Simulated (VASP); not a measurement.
Crystal: Ta.

```
Ta
1.0
    -1.65128    1.65128    1.65128
     1.65128   -1.65128    1.65128
     1.65128    1.65128   -1.65128
Ta
1
Direct
  0.00000 0.00000 0.00000
```

* Program: VASP 6.6.1
* Task: relaxation of cell and atoms
* Functional: LDA
* Potentials or basis: VASP PAW LDA potentials, release 64 (Ta_pv)
* Cutoff: 600 eV
* k mesh: 11 × 11 × 11
* Occupations: fermi-dirac, width 0.05 eV
* Spin: no spin polarisation

At the start: pressure -8.6 GPa; volume 18.01 Å³/atom.

Where does the relaxation end?

Over 4 steps the energy falls by 20.3 meV/atom and the volume is 17.29 Å³/atom (-4.0 %); space group Im-3m (No. 229, to 0.05 Å).

The path:
| step | energy change (eV) | largest force (eV/Å) | pressure (GPa) | volume (Å³) |
| --- | --- | --- | --- | --- |
| 1 | 0.0000 | 0.0000 | -8.63 | 18.01 |
| 2 | 0.1178 | 0.0000 | 28.56 | 15.60 |
| 3 | -0.0203 | 0.0000 | -0.38 | 17.31 |
| 4 | -0.0203 | 0.0000 | -0.04 | 17.29 |

Final structure:
```xyz
1
Lattice="-1.6288 1.6288 1.6288 1.6288 -1.6288 1.6288 1.6288 1.6288 -1.6288" Properties=species:S:1:pos:R:3 pbc="T T T"
Ta    0.0000    0.0000    0.0000
```
